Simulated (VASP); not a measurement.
A run of VASP 6.6.1 is set up as follows.

Contents of INCAR:

```
SYSTEM = Cu
  PREC = Accurate
  ENCUT = 520
  EDIFF = 1E-7
  ISMEAR = 0
  SIGMA = 0.15
  LREAL = .FALSE.
  LASPH = .TRUE.
  NELM = 80
  ALGO = Fast
  ISIF = 2
  LWAVE = .FALSE.
  LCHARG = .FALSE.
  GGA = PS
  NBANDS = 12
```

KPOINTS

```
Automatic mesh
0
G
  22 22 22
  0 0 0
```

The input POSCAR:

```
Cu
1.0
    0.0000000000      1.7171250000      1.8075000000
    1.7171250000      0.0000000000      1.8075000000
    1.7171250000      1.7171250000      0.0000000000
Cu
1
Direct
    0.0000000000      0.0000000000      0.0000000000
```

Potentials or basis: VASP PAW PBE potentials, release 64 (Cu).

Command:

```bash
$ cat potpaw_PBE.64/Cu/POTCAR > POTCAR
$ mpirun -np 1 vasp_std > vasp.out
```

**Question.** Estimate the pressure.

**Answer.** 13.0 GPa.

Stress tensor (GPa, compression positive):
```
14.59  0.00  0.00
 0.00 14.59  0.00
 0.00  0.00  9.90
```

Caveat: the cell differs from its parent crystal (strain -0.050 along x and y, +0.000 along z); the PAW data sets were made with another functional, which shifts forces and pressure a little.
